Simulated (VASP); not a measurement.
# Na (Im-3m) in VASP: a series of runs, part 2 of 2

VASP 6.6.1. The steps go on from the part before.

### Step 4. Single point, PBEsol (volume scaled by 0.98)

File INCAR:

```
SYSTEM = Na
PREC = Accurate
ENCUT = 520
EDIFF = 1E-7
ISMEAR = -1
SIGMA = 0.05
LREAL = .FALSE.
LASPH = .TRUE.
NELM = 60
ALGO = Normal
ISIF = 2
LWAVE = .FALSE.
LCHARG = .FALSE.
GGA = PS
NBANDS = 10
```

File KPOINTS:

```
Automatic mesh
0
G
  12 12 12
  0 0 0
```

File POSCAR:

```
Na
1.0
   -2.1032881624      2.1032881624      2.1032881624
    2.1032881624     -2.1032881624      2.1032881624
    2.1032881624      2.1032881624     -2.1032881624
Na
1
Direct
    0.0000000000      0.0000000000      0.0000000000
```

Potentials or basis: VASP PAW PBE potentials, release 64 (Na_pv).

Run with:

```console
> cat potpaw_PBE.64/Na_pv/POTCAR > POTCAR
> mpirun -np 1 vasp_std > vasp.out
```

OUTCAR:

```text
SYSTEM = Na
   PREC = Accurate
   ENCUT = 520
   EDIFF = 1E-7
   ISMEAR = -1
   LREAL = .FALSE.
   LASPH = .TRUE.
   NELM = 60
   ISIF = 2
   GGA = PS

 ion  position               nearest neighbor table
   1  0.000  0.000  0.000-

  LATTYP: Found a body centered cubic cell.
 ALAT       =     4.2065763248

  Lattice vectors:

 A1 = (  -2.1032881624,   2.1032881624,   2.1032881624)
 A2 = (   2.1032881624,  -2.1032881624,   2.1032881624)
 A3 = (   2.1032881624,   2.1032881624,  -2.1032881624)

Analysis of symmetry for initial positions (statically):
=====================================================================
 Subroutine PRICEL returns:
 Original cell was already a primitive cell.

 Routine SETGRP: Setting up the symmetry group for a
 body centered cubic supercell.

 Subroutine GETGRP returns: Found 48 space group operations
 (whereof 48 operations were pure point group operations)
 out of a pool of 48 trial point group operations.

The static configuration has the point symmetry O_h .

Analysis of symmetry for dynamics (positions and initial velocities):
=====================================================================
[... 156 lines left out ...]

 val. band max:        0.2213420824   @ k =  -0.3333   0.4167   0.1667
 cond. band min:       0.3325723572   @ k =   0.3333   0.1667   0.0000
 fundamental gap:      0.1112302748
 Fermi energy:         0.2575729916

 k-point     1 :       0.0000    0.0000    0.0000
  band No.  band energies     occupation
      1     -24.4940      2.00000
      2     -24.4940      2.00000
      3     -24.4940      2.00000
      4      -2.9748      2.00000
      5      12.0009      0.00000
      6      12.0009      0.00000
      7      12.0009      0.00000
      8      13.0030      0.00000
      9      13.0030      0.00000
     10      13.5433      0.00000
[... 287 lines left out ...]
 k-point    24 :       0.4167    0.0833    0.0833
  band No.  band energies     occupation
      1     -24.5270      2.00000
      2     -24.5074      2.00000
      3     -24.4962      2.00000
      4       1.2572      0.00000
      5       1.7472      0.00000
      6       6.4968      0.00000
      7       7.6059      0.00000
      8      11.9718      0.00000
      9      12.7746      0.00000
     10      16.6375      0.00000

 [... further k-points ...]
[... 5 lines left out ...]
  --------------------------------------------------------------------------------------
  -------------------------------------------------------------------------------------
  Total       -0.0427131     -0.0427131     -0.0427131      0.0000000      0.0000000     -0.0000000
  in kB       -1.8387194     -1.8387194     -1.8387194      0.0000000      0.0000000     -0.0000000
  external PRESSURE =      -1.8387194 kB  Pullay stress =       0.0000000 kB

 VOLUME and BASIS-vectors are now :
 -----------------------------------------------------------------------------
  energy-cutoff  :      520.00
  volume of cell :       37.22
      direct lattice vectors                 reciprocal lattice vectors
    -2.103288162  2.103288162  2.103288162     0.000000000  0.237723013  0.237723013
     2.103288162 -2.103288162  2.103288162     0.237723013  0.000000000  0.237723013
     2.103288162  2.103288162 -2.103288162     0.237723013  0.237723013  0.000000000

 POSITION                                       TOTAL-FORCE (eV/Angst)
 -----------------------------------------------------------------------------------
      0.00000      0.00000      0.00000        -0.000000     -0.000000     -0.000000
 -----------------------------------------------------------------------------------
    total drift:                                0.000000     -0.000000      0.000000

  FREE ENERGIE OF THE ION-ELECTRON SYSTEM (eV)
  ---------------------------------------------------
  free  energy   TOTEN  =        -1.3989996158 eV

  energy  without entropy=       -1.3936293315  energy(sigma->0) =       -1.39631447
```

OSZICAR:

```text
N       E                     dE             d eps       ncg     rms          rms(c)
DAV:   1     0.275021641240E+02    0.27502E+02   -0.37089E+03  1444   0.570E+02
DAV:   2    -0.764616694898E+00   -0.28267E+02   -0.28147E+02  1484   0.149E+02
DAV:   3    -0.139652425029E+01   -0.63191E+00   -0.63155E+00  1788   0.243E+01
DAV:   4    -0.140108100594E+01   -0.45568E-02   -0.45565E-02  1740   0.196E+00
DAV:   5    -0.140113890077E+01   -0.57895E-04   -0.57894E-04  1644   0.219E-01    0.236E-01
DAV:   6    -0.139950384925E+01    0.16351E-02   -0.27805E-03  1692   0.769E-01    0.143E-01
DAV:   7    -0.139905225486E+01    0.45159E-03   -0.24836E-03  1650   0.649E-01    0.456E-02
DAV:   8    -0.139899931031E+01    0.52945E-04   -0.19830E-04  1670   0.244E-01    0.205E-03
DAV:   9    -0.139899957186E+01   -0.26155E-06   -0.79305E-07  1684   0.940E-03    0.113E-03
DAV:  10    -0.139899961581E+01   -0.43956E-07   -0.39903E-08  1584   0.140E-03
   1 F= -.13989996E+01 E0= -.13963145E+01  d E =-.537028E-02
```

stdout:

```text
POSCAR found type information on POSCAR Na
 POSCAR found :  1 types and       1 ions
 scaLAPACK will be used
 -----------------------------------------------------------------------------
|                                                                             |
|                                                                             |
|     You enforced a specific xc type in the INCAR file but a different       |
|     I HOPE YOU KNOW WHAT YOU ARE DOING!                                     |
|                                                                             |
 -----------------------------------------------------------------------------

 LDA part: xc-table for (Slater+PW92), standard interpolation
 POSCAR, INCAR and KPOINTS ok, starting setup
 FFT: planning ... GRIDC
 FFT: planning ... GRID_SOFT
 FFT: planning ... GRID
 WAVECAR not read
 entering main loop
```

Run time: 19 s. Hardware: 1 thread of AMD EPYC 7R43 (Zen 3), shared host; peak memory 0.12 GiB.

What came out:

| Property | Result |
| --- | --- |
| Free energy | -1.3990 eV |
| Pressure | -0.2 GPa |

Levels at points of the mesh, in eV from the Fermi level:
```
           k point  band 1  band 2  band 3  band 4  band 5  band 6  band 7  band 8
(0.00, 0.00, 0.00)  -24.75  -24.75  -24.75   -3.23   11.74   11.74   11.74   12.75
(0.50, 0.00, 0.00)  -24.79  -24.76  -24.75    0.78    1.26    8.22    9.17    9.27
(0.50, 0.50, 0.50)  -24.78  -24.78  -24.78    4.54    4.54    4.91    4.91    4.91
```

Caveat: the cell differs from its parent crystal (volume scaled by 0.98); the PAW data sets were made with another functional, which shifts forces and pressure a little.

### Step 5. Single point, PBEsol (volume scaled by 0.99)

File INCAR:

```
PREC = Accurate
ENCUT = 520
EDIFF = 1E-7
ISMEAR = -1
SIGMA = 0.05
LREAL = F
LASPH = T
NELM = 80
ALGO = Normal
ISIF = 2
LWAVE = F
LCHARG = F
GGA = PS
NBANDS = 10
```

File KPOINTS:

```
Automatic mesh
0
Gamma
  12 12 12
```

File POSCAR:

```
Na
1.0
   -2.1104180073      2.1104180073      2.1104180073
    2.1104180073     -2.1104180073      2.1104180073
    2.1104180073      2.1104180073     -2.1104180073
Na
1
Direct
    0.0000000000      0.0000000000      0.0000000000
```

Run with:

```console
> cat potpaw_PBE.64/Na_pv/POTCAR > POTCAR
> mpirun -np 1 vasp_std > vasp.out
```

Run time: 19 s. Hardware: 1 thread of AMD EPYC 7R43 (Zen 3), shared host; peak memory 0.12 GiB.

Results (log left out):

```yaml
Free_energy: -1.3985 eV
Pressure: -0.3 GPa
```

Levels at points of the mesh, in eV from the Fermi level:
```
           k point  band 1  band 2  band 3  band 4  band 5  band 6
(0.00, 0.00, 0.00)  -24.76  -24.76  -24.76   -3.21   11.68   11.68
(0.50, 0.00, 0.00)  -24.79  -24.77  -24.76    0.78    1.25    8.18
(0.50, 0.50, 0.50)  -24.78  -24.78  -24.78    4.53    4.53    4.88
```

Caveat: the cell differs from its parent crystal (volume scaled by 0.99); the PAW data sets were made with another functional, which shifts forces and pressure a little.

### Step 6. Single point, PBEsol

This run uses another cell than the first one, of 37.98 Å³/atom, 1.031 times its volume.

File INCAR:

```
SYSTEM = Na
PREC = Accurate ; ENCUT = 520
EDIFF = 1E-6 ; ISMEAR = -1
SIGMA = 0.05 ; LREAL = .False.
LASPH = .True. ; NELM = 60
ALGO = Normal ; ISIF = 2
LWAVE = .False. ; LCHARG = .False.
GGA = PS ; NBANDS = 10
```

File KPOINTS:

```
Automatic mesh
0
Gamma
  12 12 12
  0 0 0
```

File POSCAR:

```
Na
1.0
   -2.1175000000      2.1175000000      2.1175000000
    2.1175000000     -2.1175000000      2.1175000000
    2.1175000000      2.1175000000     -2.1175000000
Na
1
Direct
    0.0000000000      0.0000000000      0.0000000000
```

Potentials or basis: VASP PAW PBE potentials, release 64 (Na_pv).

Run with:

```console
> cat potpaw_PBE.64/Na_pv/POTCAR > POTCAR
> mpirun -np 1 vasp_std > vasp.out
```

Run time: 16 s. Hardware: 1 thread of AMD EPYC 7R43 (Zen 3), shared host; peak memory 0.12 GiB.

It converged, with:

| Quantity | Value |
| --- | --- |
| Free energy | -1.3978 eV |
| Pressure | -0.3 GPa |

Levels at points of the mesh, in eV from the Fermi level:
```tsv
k point	band 1	band 2	band 3	band 4	band 5	band 6	band 7
(0.00, 0.00, 0.00)	-24.77	-24.77	-24.77	-3.19	11.61	11.61	11.61
(0.50, 0.00, 0.00)	-24.80	-24.78	-24.77	0.78	1.24	8.14	9.03
(0.50, 0.50, 0.50)	-24.79	-24.79	-24.79	4.51	4.51	4.84	4.84
```

Caveat: the PAW data sets were made with another functional, which shifts forces and pressure a little.

### Step 7. Summary

```csv
cell,gap on the mesh (eV),pressure (GPa)
"a = 3.631 Å, angles 109.5°, 1 atom",none,-0.1
"a = 3.618 Å, angles 109.5°, 1 atom",none,0.0
"a = 3.643 Å, angles 109.5°, 1 atom",none,-0.2
"a = 3.655 Å, angles 109.5°, 1 atom",none,-0.3
"a = 3.668 Å, angles 109.5°, 1 atom",none,-0.3
```

Alike in all rows: task single point; level PBEsol; potentials or basis VASP PAW PBE potentials, release 64 (Na_pv); no spin polarisation; k mesh 12 × 12 × 12; cutoff (eV) 520; smearing fermi-dirac 0.05 eV.

Caveats: the PAW data sets were made with another functional, which shifts forces and pressure a little.

Total energies depend on the potentials used, so only differences within one code and one set of settings carry meaning.
